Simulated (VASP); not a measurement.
Set up this calculation in VASP 6.6.1, as the native input.

- Task: single point
- Functional: LDA
- Potentials or basis: VASP PAW LDA potentials, release 64 (C)
- Cutoff: 520 eV
- k mesh: 16 × 16 × 16
- Occupations: gaussian, width 0.03 eV
- Spin: no spin polarisation
- Dipole correction: no
- Further INCAR settings: ALGO = Normal; EDIFF = 1e-07; NBANDS = 11

The structure of C lies in POSCAR:

```
C
1.0
    0.0000000000      2.1166507492      3.3597492418
    1.1494175876      0.0000000000      3.3597492418
    1.1494175876      2.1166507492      0.0000000000
C
2
Direct
    0.1667065656      0.8332934344      0.1667065656
    0.8332934344      0.1667065656      0.8332934344
```

This cell differs from its parent crystal: strain -0.0600 x Voigt [1, 0, 0, 0, 0, 0].

One way to write it, as run:

INCAR

```
ALGO = Normal
EDIFF = 1E-7
ENCUT = 520
GGA = CA
ISIF = 2
ISMEAR = 0
LASPH = T
LCHARG = F
LREAL = F
LWAVE = F
NBANDS = 11
NELM = 100
PREC = Accurate
SIGMA = 0.03
```

KPOINTS

```
k-points
0
Gamma
  16 16 16
```

Potentials or basis: VASP PAW LDA potentials, release 64 (C).

Run with:

```sh
$ cat potpaw_LDA.64/C/POTCAR > POTCAR
$ mpirun -np 1 vasp_std > vasp.out
```

Results of the run:

| Quantity | Value |
| --- | --- |
| Pressure | 32.3 GPa |
| Largest force | 1.227 eV/Å |
| Band gap on the k mesh | 0.10 eV, indirect (least direct gap 0.11 eV) |

Caveat: the cell differs from its parent crystal (strain -0.0600 x Voigt [1, 0, 0, 0, 0, 0]); forces of over 1 eV/Å act on the atoms, so gaps and moduli don't describe the material at rest.

It took 75 s on 1 thread of Intel Xeon 6975P-C, with other jobs on the host, peak memory 0.2 GiB.
